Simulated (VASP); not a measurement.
Runs of VASP 6.6.1 on BaS. The structure is that of space group Fm-3m (No. 225), or close to it. The cells are those of the table. 

| task | cell | gap on the mesh (eV) | pressure (GPa) |
| --- | --- | --- | --- |
| single point | a = 4.482 Å, angles 60.0°, 2 atoms | (c) | (a) |
| relaxation of cell and atoms | relaxed to -2 GPa from a = 4.517 Å, angles 60.0°, 2 atoms | 2.23 | -2.0 |
| relaxation of cell and atoms | relaxed to 2 GPa from a = 4.517 Å, angles 60.0°, 2 atoms | 2.08 | 2.0 |
| single point | a = 4.547 Å, angles 60.0°, 2 atoms | (b) | 0.5 |
| single point | a = 4.303 Å, angles 60.0°, 2 atoms | 1.78 | 11.1 |

Alike in all rows: level PBE; potentials or basis VASP PAW PBE potentials, release 64 (Ba_sv, S); no spin polarisation; k mesh 4 × 4 × 4; cutoff (eV) 500; smearing gaussian 0.01 eV.

**Question.** Estimate the missing entries.

**Answer.** (a) 2.6; (b) 2.14; (c) 2.06.

Caveats: all runs use coarse meshes; spin-orbit coupling is left out, which moves the levels of the heavy elements; the cell is relaxed towards a set pressure, so the enthalpy falls and the energy may rise (some runs).

A k mesh can miss the band edges, and the runs leave out spin-orbit coupling on Ba.
